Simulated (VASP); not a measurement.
# PbSe in VASP: notebook, part 2 of 2

VASP 6.6.1.

## (4) Single point, r2SCANh

This run uses another cell than the first one, of 28.67 Å³/atom.

POSCAR

```
PbSe
1.0
    0.0000000000      3.0606500000      3.0606500000
    3.0606500000      0.0000000000      3.0606500000
    3.0606500000      3.0606500000      0.0000000000
Pb Se
1 1
Direct
    0.0000000000      0.0000000000      0.0000000000
    0.5000000000      0.5000000000      0.5000000000
```

INCAR.step1

```
SYSTEM = PbSe
  PREC = Accurate
  ENCUT = 520
  EDIFF = 1E-5
  ISMEAR = -1
  SIGMA = 0.05
  LREAL = .False.
  LASPH = .True.
  NELM = 100
  ALGO = Normal
  ISIF = 2
  LWAVE = .True.
  LCHARG = .False.
  NBANDS = 17
  GGA = PE
```

INCAR.step2

```
SYSTEM = PbSe
  PREC = Accurate
  ENCUT = 520
  EDIFF = 1E-7
  ISMEAR = -1
  SIGMA = 0.05
  LREAL = .False.
  LASPH = .True.
  NELM = 100
  ALGO = Normal
  ISIF = 2
  LWAVE = .False.
  LCHARG = .False.
  METAGGA = R2SCAN
  LHFCALC = .True.
  AEXX = 0.1
  LMIXTAU = .True.
  PRECFOCK = Normal
  NBANDS = 17
  ISTART = 1
```

KPOINTS

```
Automatic mesh
0
Gamma
  4 4 4
  0 0 0
```

Potentials or basis: VASP PAW PBE potentials, release 64 (Pb_d, Se).

Started as:

```
> cat potpaw_PBE.64/Pb_d/POTCAR potpaw_PBE.64/Se/POTCAR > POTCAR
> cp INCAR.step1 INCAR
> mpirun -np 1 vasp_std > vasp.out
> cp INCAR.step2 INCAR
> mpirun -np 1 vasp_std > vasp.out
```

OUTCAR:

```text
SYSTEM = PbSe
   PREC = Accurate
   ENCUT = 520
   EDIFF = 1E-7
   ISMEAR = -1
   LREAL = .False.
   LASPH = .True.
   NELM = 100
   ISIF = 2
   METAGGA = R2SCAN
   LHFCALC = .True.
   AEXX = 0.1
   PRECFOCK = Normal
   ISTART = 1

 ion  position               nearest neighbor table
   1  0.000  0.000  0.000-   2 3.06   2 3.06   2 3.06   2 3.06   2 3.06   2 3.06
   2  0.500  0.500  0.500-   1 3.06   1 3.06   1 3.06   1 3.06   1 3.06   1 3.06

  LATTYP: Found a face centered cubic cell.
 ALAT       =     6.1213000000

  Lattice vectors:

 A1 = (   0.0000000000,   3.0606500000,   3.0606500000)
 A2 = (   3.0606500000,   0.0000000000,   3.0606500000)
 A3 = (   3.0606500000,   3.0606500000,   0.0000000000)

Analysis of symmetry for initial positions (statically):
=====================================================================
 Subroutine PRICEL returns:
 Original cell was already a primitive cell.

 Routine SETGRP: Setting up the symmetry group for a
 face centered cubic supercell.

 Subroutine GETGRP returns: Found 48 space group operations
 (whereof 48 operations were pure point group operations)
 out of a pool of 48 trial point group operations.

The static configuration has the point symmetry O_h .

Analysis of symmetry for dynamics (positions and initial velocities):
=====================================================================
 Subroutine PRICEL returns:
 Original cell was already a primitive cell.

 Routine SETGRP: Setting up the symmetry group for a
 face centered cubic supercell.

 Subroutine GETGRP returns: Found 48 space group operations
 (whereof 48 operations were pure point group operations)
 out of a pool of 48 trial point group operations.

The dynamic configuration has the point symmetry O_h .

 Subroutine INISYM returns: Found 48 space group operations
[... 102 lines left out ...]
  Fermi-wavevector in a.u.,A,eV,Ry     =   1.152377  2.177676 18.068159  1.327972
  Thomas-Fermi vector in A             =   2.289028
   LORBIT       =      0    0 simple, 1 ext, 2 COOP (PROOUT), +10 PAW based schemes
   METAGGA = R2SCAN    functional components
   LHFCALC =     T    Hartree Fock is set to
   PRECFOCK=normal    Normal, Fast or Accurate (Low or Medium for compatibility)
   ENCUT4O =  -1.0   cutoff for four orbital integrals eV
   NKREDX  =     1    reduce k-point grid by
   NKREDY  =     1    reduce k-point grid by
   NKREDZ  =     1    reduce k-point grid by
   AEXX    =    0.1000 exact exchange contribution
   HFSCREEN=    0.0000 screening length (either q_TF or 0.3 A-1)
   HFSCREENC=   0.0000 screening length for correlation (either q_TF or 0.3 A-1)
   ENCUTFOCK=  -1.0 apply spherical cutoff to Coloumb kernel
   IVDW    =     0    specifies the selected vdW correction
   LEPSILON=     F    determine dielectric tensor
   LRPA    =     F    only Hartree local field effects (RPA)
 non-spin polarized calculation
  energy-cutoff  :      520.00
  volume of cell :       57.34
 maximum number of plane-waves:      1572
  NGX = 28; NGY = 28; NGZ = 28

 number of electron      20.0000000 magnetization

 Free energy of the ion-electron system (eV)
  ---------------------------------------------------
  ext. energy  EPLUGINS =         0.00000000
  ---------------------------------------------------
  free energy    TOTEN  =       -66.76920077 eV

  energy without entropy =      -66.76919258  energy(sigma->0) =      -66.76919667

 E-fermi :   5.1774     XC(G=0):  -9.1921

 val. band max:        4.6923159131   @ k =   0.5000   0.0000   0.0000
 cond. band min:       5.6624986970   @ k =   0.5000   0.0000   0.0000
 fundamental gap:      0.9701827838
 Fermi energy:         5.1774074754

 k-point     1 :       0.0000    0.0000    0.0000
  band No.  band energies     occupation
      1     -13.4437      2.00000
      2     -13.4437      2.00000
      3     -13.4419      2.00000
      4     -13.4419      2.00000
      5     -13.4419      2.00000
      6      -9.9972      2.00000
[... 137 lines left out ...]
      4     -13.4297      2.00000
      5     -13.3975      2.00000
      6      -8.4126      2.00000
[... 9 lines left out ...]
     16      17.7533      0.00000
     17      18.5079      0.00000

------------------------ aborting loop because EDIFF is reached ----------------------------------------

  FORCE on cell =-STRESS in cart. coord.  units (eV):
  Direction    XX          YY          ZZ          XY          YZ          ZX
  --------------------------------------------------------------------------------------
  -------------------------------------------------------------------------------------
  Total        0.4507689      0.4507689      0.4507689     -0.0000000      0.0000000     -0.0000000
  in kB       12.5948658     12.5948658     12.5948658     -0.0000000      0.0000000     -0.0000000
  external PRESSURE =      12.5948658 kB  Pullay stress =       0.0000000 kB

 VOLUME and BASIS-vectors are now :
 -----------------------------------------------------------------------------
  energy-cutoff  :      520.00
  volume of cell :       57.34
      direct lattice vectors                 reciprocal lattice vectors
     0.000000000  3.060650000  3.060650000    -0.163363991  0.163363991  0.163363991
     3.060650000  0.000000000  3.060650000     0.163363991 -0.163363991  0.163363991
     3.060650000  3.060650000  0.000000000     0.163363991  0.163363991 -0.163363991

 POSITION                                       TOTAL-FORCE (eV/Angst)
 -----------------------------------------------------------------------------------
      0.00000      0.00000      0.00000         0.000000      0.000000      0.000000
      3.06065      3.06065      3.06065         0.000000      0.000000      0.000000
 -----------------------------------------------------------------------------------
    total drift:                               -0.000000      0.000000     -0.000000

  FREE ENERGIE OF THE ION-ELECTRON SYSTEM (eV)
  ---------------------------------------------------
  free  energy   TOTEN  =       -66.7692007654 eV

  energy  without entropy=      -66.7691925827  energy(sigma->0) =      -66.76919667
```

OUTCAR.step1:

```text
SYSTEM = PbSe
   PREC = Accurate
   ENCUT = 520
   EDIFF = 1E-5
   ISMEAR = -1
   LREAL = .False.
[... 362 lines left out ...]
      0.00000      0.00000      0.00000         0.000000      0.000000      0.000000
      3.06065      3.06065      3.06065        -0.000000     -0.000000     -0.000000
 -----------------------------------------------------------------------------------
    total drift:                                0.000000     -0.000000     -0.000000

  FREE ENERGIE OF THE ION-ELECTRON SYSTEM (eV)
  ---------------------------------------------------
  free  energy   TOTEN  =        -8.1690260943 eV

  energy  without entropy=       -8.1665176454  energy(sigma->0) =       -8.16777187
```

OSZICAR.step1:

```text
N       E                     dE             d eps       ncg     rms          rms(c)
DAV:   1     0.154442954164E+03    0.15444E+03   -0.95108E+03   272   0.120E+03
DAV:   2     0.285092648246E+01   -0.15159E+03   -0.14534E+03   289   0.305E+02
DAV:   3    -0.813863640914E+01   -0.10990E+02   -0.10898E+02   322   0.896E+01
DAV:   4    -0.844613904168E+01   -0.30750E+00   -0.30731E+00   342   0.159E+01
DAV:   5    -0.845604182991E+01   -0.99028E-02   -0.99024E-02   390   0.298E+00    0.276E+00
DAV:   6    -0.817096442354E+01    0.28508E+00   -0.72721E-01   419   0.567E+00    0.157E+00
DAV:   7    -0.816630065043E+01    0.46638E-02   -0.11731E-01   334   0.164E+00    0.878E-01
DAV:   8    -0.816950925236E+01   -0.32086E-02   -0.13771E-02   355   0.123E+00    0.195E-01
DAV:   9    -0.816895090897E+01    0.55834E-03   -0.32899E-03   406   0.520E-01    0.504E-02
DAV:  10    -0.816901875964E+01   -0.67851E-04   -0.25558E-04   331   0.904E-02    0.162E-02
DAV:  11    -0.816902609430E+01   -0.73347E-05   -0.36219E-05   335   0.584E-02
   1 F= -.81690261E+01 E0= -.81677719E+01  d E =-.250845E-02
```

It took 14 min on 1 thread of AMD EPYC 7R13 (Zen 3), shared host; peak memory 0.18 GiB.

Results:

```yaml
Free_energy: -66.7692 eV
Pressure: 1.3 GPa
Band_gap_on_the_k_mesh: 0.97 eV
```

Levels at points of the mesh, in eV from the valence-band top:
```csv
k point,band 6,band 7,band 8,band 9,band 10,band 11,band 12,band 13,band 14,band 15
"(0.00, 0.00, 0.00)",-14.69,-6.53,-2.15,-2.15,-2.15,5.59,5.59,5.59,7.44,7.44
"(0.50, 0.00, 0.00)",-13.55,-9.41,-1.72,-1.72,0.00,0.97,2.34,2.34,9.61,11.24
"(0.50, 0.50, 0.00)",-13.13,-7.79,-5.41,-3.57,-3.57,4.44,6.57,6.57,7.06,12.42
```

Caveat: the k points lie up to 0.44 Å⁻¹ apart; the PAW data sets were made with another functional, which shifts forces and pressure a little; spin-orbit coupling is left out, which moves the levels of the heavy elements.

## (5) Single point, RPBE+D4, non-collinear spin, zero start, spin-orbit coupling (26.38 Å³/atom)

This run uses another cell than the first one, of 26.38 Å³/atom.

INCAR

```
SYSTEM = PbSe
  PREC = Accurate
  ENCUT = 500
  EDIFF = 1E-6
  ISMEAR = -1
  SIGMA = 0.01
  LREAL = .False.
  LASPH = .True.
  NELM = 200
  ALGO = Normal
  ISIF = 2
  LWAVE = .False.
  LCHARG = .False.
  MAGMOM = 0 0 0 0 0 0
  LORBIT = 11
  LSORBIT = .True.
  GGA_COMPAT = .False.
  LORBMOM = .True.
  GGA = RP
  IVDW = 13
  NBANDS = 32
```

KPOINTS

```
Automatic mesh
0
Gamma
  8 8 8
  0 0 0
```

POSCAR

```
PbSe
1.0
    0.0000000000      2.9767539900      2.9767539900
    2.9767539900      0.0000000000      2.9767539900
    2.9767539900      2.9767539900      0.0000000000
Pb Se
1 1
Direct
    0.0000000000      0.0000000000      0.0000000000
    0.5000000000      0.5000000000      0.5000000000
```

Started as:

```
> cat potpaw_PBE.64/Pb_d/POTCAR potpaw_PBE.64/Se/POTCAR > POTCAR
> mpirun -np 1 vasp_ncl > vasp.out
```

Run time: 76 s. Hardware: 1 thread of Intel Xeon Platinum 8259CL at 2.50GHz (Skylake/Cascade Lake), shared host; peak memory 0.33 GiB.

Results (log left out):

| Item | Value |
| --- | --- |
| Free energy | -9.2702 eV |
| Pressure | 4.9 GPa |
| Net moment | 0.00 μB per cell |
| Valence electrons inside the program's atomic spheres | Pb 11.93; Se 3.85 |
| Dispersion energy per atom | -0.788 eV |

Moments on the atoms (μB; x, y, z):
```
Pb  0.00 0.00 0.00
Se  0.00 0.00 0.00
```

Caveat: the cell stands under pressure; the PAW data sets were made with another functional, which shifts forces and pressure a little.

## (6) Summary

| level | spin | cell | k mesh | cutoff (eV) | smearing | tolerance level | purpose | dipole correction | grid for exact exchange (PRECFOCK) | share of exact exchange | gap on the mesh (eV) | pressure (GPa) | moment (μB) |
| --- | --- | --- | --- | --- | --- | --- | --- | --- | --- | --- | --- | --- | --- |
| PBE | non-collinear, zero start, SOC | a = 4.350, b = 4.350, c = 4.328 Å, angles 60.2, 60.2, 59.7°, 2 atoms, atomic positions A | 10 × 10 × 10 | 540 | gaussian 0.03 eV | tight | forces | - | - | - | - | 1.7 | 0.00 |
| HF | off | a = 4.328 Å, angles 60.0°, 2 atoms, atomic positions B | 4 × 4 × 4 | 520 | fermi-dirac 0.05 eV | - | - | no | Normal | 1 | 5.33 | 7.0 | - |
| r2SCANh | off | a = 4.328 Å, angles 60.0°, 2 atoms, atomic positions B | 4 × 4 × 4 | 520 | fermi-dirac 0.05 eV | - | - | no | Normal | 0.1 | 0.97 | 1.3 | - |
| RPBE+D4 | non-collinear, zero start, SOC | a = 4.210 Å, angles 60.0°, 2 atoms, atomic positions B | 8 × 8 × 8 | 500 | fermi-dirac 0.01 eV | - | - | no | - | - | - | 4.9 | 0.00 |

Alike in all rows: task single point; potentials or basis VASP PAW PBE potentials, release 64 (Pb_d, Se).

Caveats: some runs use coarse meshes; the PAW data sets were made with another functional, which shifts forces and pressure a little (at least some runs); spin-orbit coupling is left out, which moves the levels of the heavy elements (at least some runs); the cell stands under pressure (at least some runs).

Total energies depend on the potentials used, so only differences within one code and one set of settings carry meaning.
